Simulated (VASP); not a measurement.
# SiC (P1) in VASP: further runs

SiC is run at these levels: PBE; tasks: single point.

All numbers are computed with VASP 6.6.1; they aren't measurements. Logs are shortened: lines on timing, memory, paths and dates and some standing lists are left out, and cuts for length are marked.

## (1) The cell of the first run

The typed cell holds 4 atoms: a = 3.076 Å, b = 3.076 Å, c = 5.048 Å, α = 90.00°, β = 90.00°, γ = 120.00°.

## (2) Single point, PBE (atom 1 (Si) moved by (+0.200, -0.100) A along [1 1 0] and z)

The input, INCAR:

```
SYSTEM = SiC
PREC     = Accurate       ! precision mode
ENCUT    = 520            ! plane-wave cutoff, eV
EDIFF    = 1E-6           ! SCF threshold, eV
ISMEAR   = 0              ! smearing method
SIGMA    = 0.05           ! smearing width, eV
LREAL    = .False.        ! projectors in reciprocal space
LASPH    = .True.         ! aspherical terms in the spheres
NELM     = 100            ! most SCF steps
ALGO     = Normal         ! electronic algorithm
ISIF     = 2              ! what is computed and relaxed
LWAVE    = .False.        ! write WAVECAR
LCHARG   = .True.         ! write CHGCAR
GGA      = PE             ! functional
LELF     = .True.         ! ELF
LVHAR    = .True.       
NBANDS   = 16             ! bands
```

The input, KPOINTS:

```
Automatic mesh
0
Gamma
  6 6 4
  0 0 0
```

The input, POSCAR:

```
SiC
1.0
    3.0759982064      0.0000000000      0.0000000000
   -1.5379991032      2.6638925888      0.0000000000
    0.0000000000      0.0000000000      5.0480000000
Si C
2 2
Direct
    0.4058532112      0.7197549018     -0.0198098257
    0.6666666667      0.3333333333      0.5000000000
    0.3333333333      0.6666666667      0.3850000000
    0.6666666667      0.3333333333      0.8850000000
```

Potentials or basis: VASP PAW PBE potentials, release 64 (Si, C).

Command:

```console
> cat potpaw_PBE.64/Si/POTCAR potpaw_PBE.64/C/POTCAR > POTCAR
> mpirun -np 1 vasp_std > vasp.out
```

OUTCAR:

```text
SYSTEM = SiC
   PREC = Accurate
   ENCUT = 520
   EDIFF = 1E-6
   ISMEAR = 0
   LREAL = .False.
   LASPH = .True.
   NELM = 100
   ISIF = 2
   GGA = PE

 ion  position               nearest neighbor table
   1  0.406  0.720  0.980-   4 1.71   4 1.80   4 2.03   3 2.05   2 2.93   2 2.98   2 3.09   2 3.12
                             2 3.15
   2  0.667  0.333  0.500-   3 1.87   3 1.87   3 1.87   4 1.94   1 2.93   1 2.98   1 3.09   1 3.12
                             1 3.15
   3  0.333  0.667  0.385-   2 1.87   2 1.87   2 1.87   1 2.05
   4  0.667  0.333  0.885-   1 1.71   1 1.80   2 1.94   1 2.03

  LATTYP: Found a hexagonal cell.
 ALAT       =     3.0759982064
 C/A-ratio  =     1.6410932846

  Lattice vectors:

 A1 = (   3.0759982064,   0.0000000000,   0.0000000000)
 A2 = (  -1.5379991032,   2.6638925888,   0.0000000000)
 A3 = (   0.0000000000,   0.0000000000,   5.0480000000)

Analysis of symmetry for initial positions (statically):
=====================================================================
 Subroutine PRICEL returns:
 Original cell was already a primitive cell.

 Routine SETGRP: Setting up the symmetry group for a
 hexagonal supercell.

 Subroutine GETGRP returns: Found  1 space group operations
 (whereof  1 operations were pure point group operations)
 out of a pool of 24 trial point group operations.

The static configuration has the point symmetry C_1 .

Analysis of symmetry for dynamics (positions and initial velocities):
=====================================================================
 Subroutine PRICEL returns:
 Original cell was already a primitive cell.

 Routine SETGRP: Setting up the symmetry group for a
 hexagonal supercell.

 Subroutine GETGRP returns: Found  1 space group operations
 (whereof  1 operations were pure point group operations)
 out of a pool of 24 trial point group operations.

The dynamic configuration has the point symmetry C_1 .

 Subroutine INISYM returns: Found  1 space group operations
 (whereof  1 operations are pure point group operations),
 and found     1 'primitive' translations

----------------------------------------------------------------------------------------

                                     Primitive cell

  volume of cell :      41.3640

  direct lattice vectors                    reciprocal lattice vectors
     3.075998206  0.000000000  0.000000000     0.325097719  0.187695255  0.000000000
    -1.537999103  2.663892589  0.000000000     0.000000000  0.375390511  0.000000000
     0.000000000  0.000000000  5.048000000     0.000000000  0.000000000  0.198098257

  length of vectors
     3.075998206  3.075998206  5.048000000     0.375390511  0.375390511  0.198098257

  position of ions in fractional coordinates (direct lattice)
     0.405853211  0.719754902  0.980190174
     0.666666667  0.333333333  0.500000000
     0.333333333  0.666666667  0.385000000
     0.666666667  0.333333333  0.885000000

  ion indices of the primitive-cell ions
   primitive index   ion index
                 1           1
                 2           2
                 3           3
                 4           4

----------------------------------------------------------------------------------------

 KPOINTS: Automatic mesh

Automatic generation of k-mesh.
 Grid dimensions read from file:
 generate k-points for:    6    6    4

 Generating k-lattice:

  Cartesian coordinates                     Fractional coordinates (reciprocal lattice)
     0.054182953  0.031282543  0.000000000     0.166666667 -0.000000000  0.000000000
     0.000000000  0.062565085  0.000000000     0.000000000  0.166666667  0.000000000
     0.000000000  0.000000000  0.049524564     0.000000000  0.000000000  0.250000000

  Length of vectors
     0.062565085  0.062565085  0.049524564

  Shift w.r.t. Gamma in fractional coordinates (k-lattice)
     0.000000000  0.000000000  0.000000000

 Subroutine IBZKPT returns following result:
 ===========================================

 Found     76 irreducible k-points:

 Following reciprocal coordinates:
            Coordinates               Weight
  0.000000  0.000000  0.000000      1.000000
  0.166667 -0.000000  0.000000      2.000000
  0.000000  0.166667  0.000000      2.000000
 -0.166667  0.166667  0.000000      2.000000
  0.333333 -0.000000  0.000000      2.000000
  0.000000  0.333333  0.000000      2.000000
[... 16 lines left out ...]
  0.000000  0.166667  0.250000      2.000000
 -0.166667  0.166667  0.250000      2.000000
 [... further k-points ...]
   k-points           NKPTS =     76   k-points in BZ     NKDIM =     76   number of bands    NBANDS=     16
   number of dos      NEDOS =    301   number of ions     NIONS =      4
   total plane-waves  NPLWV =  23040
   dimension x,y,z NGX =    24 NGY =   24 NGZ =   40
   dimension x,y,z NGXF=    48 NGYF=   48 NGZF=   80
   ions per type =               2   2
   NGX,Y,Z   is equivalent  to a cutoff of  12.97, 12.97, 13.17 a.u.
   NGXF,Y,Z  is equivalent  to a cutoff of  25.94, 25.94, 26.35 a.u.
 SYSTEM =  SiC
   PREC   = accura    normal or accurate (medium, high low for compatibility)
   ISTART =      0    job   : 0-new  1-cont  2-samecut
   ICHARG =      2    charge: 1-file 2-atom 10-const
   ISPIN  =      1    spin polarized calculation?
   LNONCOLLINEAR =      F non collinear calculations
   LSORBIT =      F    spin-orbit coupling
   LASPH  =      T    aspherical Exc in radial PAW
   ENCUT  =  520.0 eV  38.22 Ry    6.18 a.u.   5.72  5.72  9.39*2*pi/ulx,y,z
   NELM   =    100;   NELMIN=  2; NELMDL= -5     # of ELM steps
   EDIFF  = 0.1E-05   stopping-criterion for ELM
   LREAL  =      F    real-space projection
   EDIFFG = 0.1E-04   stopping-criterion for IOM
   NSW    =      0    number of steps for IOM
   IBRION =     -1    ionic relax: 0-MD 1-quasi-New 2-CG
   NFREE  =      0    steps in history (QN), initial steepest desc. (CG)
   ISIF   =      2    stress and relaxation
   ISYM   =      2    0-nonsym 1-usesym 2-fastsym
   POTIM  = 0.5000    time-step for ionic-motion
   TEBEG  =    0.0;   TEEND  =   0.0 temperature during run
   PSTRESS=    0.0 pullay stress
   NELECT =      16.0000    total number of electrons
   NUPDOWN=      -1.0000    fix difference up-down
   EMIN   =  10.00;   EMAX   =-10.00  energy-range for DOS
   EFERMI =   0.00;   METHOD = LEGACY
   ISMEAR =     0;   SIGMA  =   0.05  broadening in eV -4-tet -1-fermi 0-gaus
   EFERMI_NEDOS =   21; number of points for ismear=-14 and -15
   IALGO  =     38    algorithm
   IMIX   =      4    mixing-type and parameters
     AMIX     =   0.40;   BMIX     =  1.00
     AMIX_MAG =   1.60;   BMIX_MAG =  1.00
  volume/ion in A,a.u.               =      10.34        69.78
  Fermi-wavevector in a.u.,A,eV,Ry     =   1.192818  2.254099 19.358564  1.422814
  Thomas-Fermi vector in A             =   2.328847
   LORBIT       =      0    0 simple, 1 ext, 2 COOP (PROOUT), +10 PAW based schemes
   GGA     = PE    functional components
   LHFCALC =     F    Hartree Fock is set to
   AEXX    =    0.0000 exact exchange contribution
   IVDW    =     0    specifies the selected vdW correction
   LEPSILON=     F    determine dielectric tensor
   LRPA    =     F    only Hartree local field effects (RPA)
 non-spin polarized calculation
 Gauss-broadening in eV      SIGMA  =   0.05
  energy-cutoff  :      520.00
  volume of cell :       41.36
 maximum number of plane-waves:      1132
   NGX = 11   NGY = 11   NGZ = 19

 number of electron      15.9999999 magnetization

 Free energy of the ion-electron system (eV)
  ---------------------------------------------------
  ext. energy  EPLUGINS =         0.00000000
  ---------------------------------------------------
  free energy    TOTEN  =       -29.43665018 eV

  energy without entropy =      -29.43665018  energy(sigma->0) =      -29.43665018

 E-fermi :   9.0052     XC(G=0): -11.3455

 val. band max:        8.7394671690   @ k =   0.0000   0.0000   0.0000
 cond. band min:      10.7054988682   @ k =   0.5000   0.0000   0.0000
 fundamental gap:      1.9660316992
 Fermi energy:         9.0051859468

 k-point     1 :       0.0000    0.0000    0.0000
  band No.  band energies     occupation
      1      -7.3947      2.00000
      2      -3.8884      2.00000
      3      -0.1410      2.00000
      4       5.9103      2.00000
      5       7.1940      2.00000
      6       7.9445      2.00000
[... 8 lines left out ...]
     15      17.4372      0.00000
     16      19.4677      0.00000

 k-point     2 :       0.1667   -0.0000    0.0000
  band No.  band energies     occupation
      1      -6.9240      2.00000
      2      -3.4848      2.00000
      3       0.2985      2.00000
      4       4.8695      2.00000
      5       5.4435      2.00000
      6       6.7469      2.00000
[... 8 lines left out ...]
     15      17.7687      0.00000
     16      18.2733      0.00000

 k-point     3 :       0.0000    0.1667    0.0000
  band No.  band energies     occupation
      1      -6.9131      2.00000
      2      -3.4786      2.00000
      3       0.3070      2.00000
      4       4.1480      2.00000
      5       6.1537      2.00000
      6       6.5477      2.00000
[... 8 lines left out ...]
     15      17.8292      0.00000
     16      18.0249      0.00000

 k-point     4 :      -0.1667    0.1667    0.0000
  band No.  band energies     occupation
      1      -6.9159      2.00000
      2      -3.4793      2.00000
      3       0.3045      2.00000
      4       4.2382      2.00000
      5       6.0494      2.00000
      6       6.6385      2.00000
[... 8 lines left out ...]
     15      17.7732      0.00000
     16      18.1921      0.00000
[... 324 lines left out ...]
 k-point    22 :       0.1667   -0.0000    0.2500
  band No.  band energies     occupation
      1      -6.6461      2.00000
      2      -4.3631      2.00000
      3       1.6103      2.00000
      4       5.1479      2.00000
      5       5.5631      2.00000
      6       6.1976      2.00000
[... 8 lines left out ...]
     15      17.9005      0.00000
     16      18.7864      0.00000

 k-point    23 :       0.0000    0.1667    0.2500
  band No.  band energies     occupation
      1      -6.6344      2.00000
      2      -4.3574      2.00000
      3       1.6100      2.00000
      4       4.3654      2.00000
      5       5.8770      2.00000
      6       6.5937      2.00000
[... 8 lines left out ...]
     15      17.6288      0.00000
     16      19.0985      0.00000

 k-point    24 :      -0.1667    0.1667    0.2500
  band No.  band energies     occupation
      1      -6.6355      2.00000
      2      -4.3646      2.00000
      3       1.6525      2.00000
      4       4.4125      2.00000
      5       5.8574      2.00000
      6       6.4686      2.00000
[... 8 lines left out ...]
     15      17.7630      0.00000
     16      18.7742      0.00000

 [... further k-points ...]

------------------------ aborting loop because EDIFF is reached ----------------------------------------

  FORCE on cell =-STRESS in cart. coord.  units (eV):
  Direction    XX          YY          ZZ          XY          YZ          ZX
  --------------------------------------------------------------------------------------
  -------------------------------------------------------------------------------------
  Total        1.0881999      4.8031910     -0.1586772     -1.4280110     -0.8465575     -0.2131031
  in kB       42.1499576    186.0451291     -6.1461466    -55.3120826    -32.7902652     -8.2542628
  external PRESSURE =      74.0163134 kB  Pullay stress =       0.0000000 kB

 VOLUME and BASIS-vectors are now :
 -----------------------------------------------------------------------------
  energy-cutoff  :      520.00
  volume of cell :       41.36
      direct lattice vectors                 reciprocal lattice vectors
     3.075998206  0.000000000  0.000000000     0.325097719  0.187695255  0.000000000
    -1.537999103  2.663892589  0.000000000     0.000000000  0.375390511  0.000000000
     0.000000000  0.000000000  5.048000000     0.000000000  0.000000000  0.198098257

 POSITION                                       TOTAL-FORCE (eV/Angst)
 -----------------------------------------------------------------------------------
      0.14142      1.91735      4.94800        -2.207504     -3.665861      3.248320
      1.53800      0.88796      2.52400         0.063901      0.070964     -0.109473
     -0.00000      1.77593      1.94348         0.301431      0.292853     -1.099411
      1.53800      0.88796      4.46748         1.842172      3.302044     -2.039437
 -----------------------------------------------------------------------------------
    total drift:                                0.000223      0.000118      0.000301

  FREE ENERGIE OF THE ION-ELECTRON SYSTEM (eV)
  ---------------------------------------------------
  free  energy   TOTEN  =       -29.4366501774 eV

  energy  without entropy=      -29.4366501774  energy(sigma->0) =      -29.43665018
```

It took 26 s on 1 thread of Intel Xeon Platinum 8488C (Sapphire Rapids), shared host; peak memory 0.17 GiB.

Results:

| Property | Result |
| --- | --- |
| Free energy | -29.4367 eV |
| Pressure | 7.4 GPa |
| Largest force | 5.372 eV/Å |
| Band gap on the k mesh | 1.97 eV, indirect (least direct gap 3.83 eV) |

Forces in eV/Å, atoms in the order of the input:
```
Si  -2.208 -3.666  3.248
Si   0.064  0.071 -0.109
C    0.301  0.293 -1.099
C    1.842  3.302 -2.039
```

Levels at points of the mesh, in eV from the valence-band top:
```tsv
k point	band 5	band 6	band 7	band 8	band 9	band 10	band 11	band 12
(0.00, 0.00, 0.00)	-1.55	-0.79	-0.45	0.00	4.04	5.59	5.80	6.57
(0.50, 0.00, 0.00)	-5.83	-4.41	-3.09	-2.09	1.97	3.83	6.27	7.05
(0.00, 0.50, 0.00)	-5.45	-3.78	-3.65	-1.72	2.23	3.98	6.38	7.22
(0.50, 0.50, 0.00)	-5.57	-3.83	-3.49	-1.78	2.05	3.86	6.25	7.26
(0.00, 0.00, 0.50)	-2.66	-1.07	-1.04	-0.88	4.90	5.47	6.04	6.94
(0.50, 0.00, 0.50)	-4.05	-2.85	-2.76	-2.31	2.76	2.98	4.39	4.68
(0.00, 0.50, 0.50)	-3.20	-2.80	-2.67	-2.15	2.52	2.80	4.35	4.77
(0.50, 0.50, 0.50)	-3.38	-2.85	-2.65	-2.14	2.53	2.83	4.33	4.69
```

Caveat: the cell differs from its parent crystal (atom 1 (Si) moved by (+0.200, -0.100) A along [1 1 0] and z); forces of over 1 eV/Å act on the atoms, so gaps and moduli don't describe the material at rest. A k mesh can miss the band edges.

(Part 1 of 2 ends here.)
